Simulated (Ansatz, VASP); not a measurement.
**CaS: VASP beside Ansatz**

INCAR

```
PREC = Accurate
ENCUT = 500
EDIFF = 1E-6
ISMEAR = 0
SIGMA = 0.05
LREAL = F
LASPH = T
NELM = 120
ALGO = Normal
ISIF = 2
LWAVE = F
LCHARG = T
GGA = RE
LELF = T
LVHAR = T
NBANDS = 15
GGA_COMPAT = F
```

The input KPOINTS:

```
regular mesh
0
Gamma
  8 8 8
```

The input POSCAR:

```
CaS
1.0
    0.0000000000      2.8650677468      2.8650677468
    2.8650677468      0.0000000000      2.8650677468
    2.8650677468      2.8650677468      0.0000000000
Ca S
1 1
Direct
    0.5000000000      0.5000000000      0.5000000000
    0.0000000000      0.0000000000      0.0000000000
```

Input for Ansatz:

```yaml
crystal:
  lattice:
    - [0.0, 2.8650677468, 2.8650677468]
    - [2.8650677468, 0.0, 2.8650677468]
    - [2.8650677468, 2.8650677468, 0.0]
  atoms:
    - { symbol: Ca, position: [0.5, 0.5, 0.5] }
    - { symbol: S, position: [0.0, 0.0, 0.0] }
basis:
  ecutwfc: 420
  ecutrho_ratio: 4
kpoints:
  mp_grid: { grid: [8, 8, 8] }
hamiltonian:
  xc: revpbe
scf:
  occupations: { method: gaussian, width: 0.05 }
output:
  forces: true
  stress: true
  eigenvalues: true
```

Alike in both runs: task single point; functional revPBE; k mesh 8 × 8 × 8; occupations gaussian, width 0.05 eV; no spin polarisation.

|  | VASP | Ansatz |
| --- | --- | --- |
| version | VASP 6.6.1 | Ansatz 0.2.0 |
| potentials or method | VASP PAW PBE potentials, release 64 (Ca_sv, S), cutoff 500 eV | scalar-relativistic, plane waves, PAW |
| valence electrons in the cell | 16 | 16 |

Ansatz gave:

| Quantity | Value |
| --- | --- |
| gap on the k mesh at the Fermi level (eV) | 2.50 |
| least direct gap on the mesh (eV) | 3.28 |
| pressure (GPa) | 1.1 |

Task: Estimate VASP's values.

Result: gap on the k mesh at the Fermi level (eV): 2.49; least direct gap on the mesh (eV): 3.28; pressure (GPa): 1.2.

VASP's potentials were made for PBE, not for revPBE.
